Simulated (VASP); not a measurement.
Mo16F (a cell with a defect), 17 atoms in the cell. The cell holds a defect, 17 atoms: a = 6.300 Å, b = 6.300 Å, c = 6.300 Å, α = 90.00°, β = 90.00°, γ = 90.00°. 

| Quantity | Value |
| --- | --- |
| Program | VASP 6.6.1 |
| Task | single point |
| Functional | PBE |
| Potentials or basis | VASP PAW PBE potentials, release 64 (Mo_sv, F) |
| Cutoff | 520 eV |
| k mesh | 2 × 2 × 2 |
| Occupations | fermi-dirac, width 0.002 eV |
| Spin | no spin polarisation |
| Dipole correction | no |
| Further INCAR settings | ALGO = Normal; EDIFF = 1e-06; NBANDS = 130 |

Potentials or basis: VASP PAW PBE potentials, release 64 (Mo_sv, F).

Launch:

```bash
$ cat potpaw_PBE.64/Mo_sv/POTCAR potpaw_PBE.64/F/POTCAR > POTCAR
$ mpirun -np 1 vasp_std > vasp.out
```

Hardware: 1 thread of Intel Xeon 8259CL, on a shared host.

Q: How long does it take, and how much memory?

A: Run time: 6.8 min on 1 thread of Intel Xeon 8259CL (shared host), peak memory 0.42 GiB. Counts: scf iterations 18, k points 8.
